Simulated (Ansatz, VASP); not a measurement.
**AlP: VASP beside Ansatz**

```xyz
2
Lattice="0.0000 2.7169 2.7169 2.7169 0.0000 2.7169 2.7169 2.7169 0.0000" Properties=species:S:1:pos:R:3 pbc="T T T"
Al    0.0000    0.0000    0.0000
P     1.3584    1.3584    1.3584
```

Alike in both runs: functional LDA; k mesh 8 × 8 × 8; occupations gaussian, width 0.02 eV; no spin polarisation.

Ansatz relaxed the structure, and its values are those at the end. VASP's run is a single point on that final structure, the one shown.

```csv
,VASP,Ansatz
version,VASP 6.6.1,Ansatz 0.2.0
potentials or method,"VASP PAW LDA potentials, release 64 (Al, P), cutoff 500 eV","scalar-relativistic, plane waves, PAW"
valence electrons in the cell,8,8
```

VASP gave:

```
gap on the k mesh at the Fermi level (eV) : 1.41
least direct gap on the mesh (eV)         : 3.24
pressure (GPa)                            : 0.1
```

Question: What did Ansatz give for the same quantities?

Answer: gap on the k mesh at the Fermi level (eV): 1.42; least direct gap on the mesh (eV): 3.23; pressure (GPa): 0.0.

Ansatz warns that its potentials were made for another functional, while VASP's fit it. LDA's correlation is that of Perdew and Zunger in VASP and of Perdew and Wang (1992) in Ansatz.
